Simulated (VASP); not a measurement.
A run of VASP 6.6.1:

The input INCAR:

```
  PREC = Accurate
  ENCUT = 520
  EDIFF = 1E-6
  ISMEAR = 0
  SIGMA = 0.02
  LREAL = False
  LASPH = True
  NELM = 100
  ALGO = Normal
  ISIF = 2
  LWAVE = False
  LCHARG = True
  GGA = PS
  LELF = True
  LVHAR = True
  NBANDS = 27
```

File KPOINTS:

```
Automatic mesh
0
Gamma
  8 8 8
```

The input POSCAR:

```
KTaO3
1.0
    3.9856119718      0.0000000000      0.0000000000
    0.0000000000      3.9856119718      0.0000000000
    0.0000000000      0.0000000000      3.9856119718
K Ta O
1 1 3
Direct
    0.5000000000      0.5000000000      0.5000000000
    0.0000000000      0.0000000000      0.0000000000
    0.0000000000      0.5000000000      0.0000000000
    0.0000000000      0.0000000000      0.5000000000
    0.5000000000      0.0000000000      0.0000000000
```

Potentials or basis: VASP PAW PBE potentials, release 64 (K_sv, Ta_pv, O).

Launch:

```bash
$ cat potpaw_PBE.64/K_sv/POTCAR potpaw_PBE.64/Ta_pv/POTCAR potpaw_PBE.64/O/POTCAR > POTCAR
$ mpirun -np 1 vasp_std > vasp.out
```

Hardware: 1 thread of Intel Xeon 8259CL, with other jobs on the host.

Task: How long does it take, and how much memory?

Result: Wall time 76 s on 1 thread of Intel Xeon 8259CL, with other jobs on the host, peak memory 0.21 GiB. Counts: scf iterations 14, k points 35.
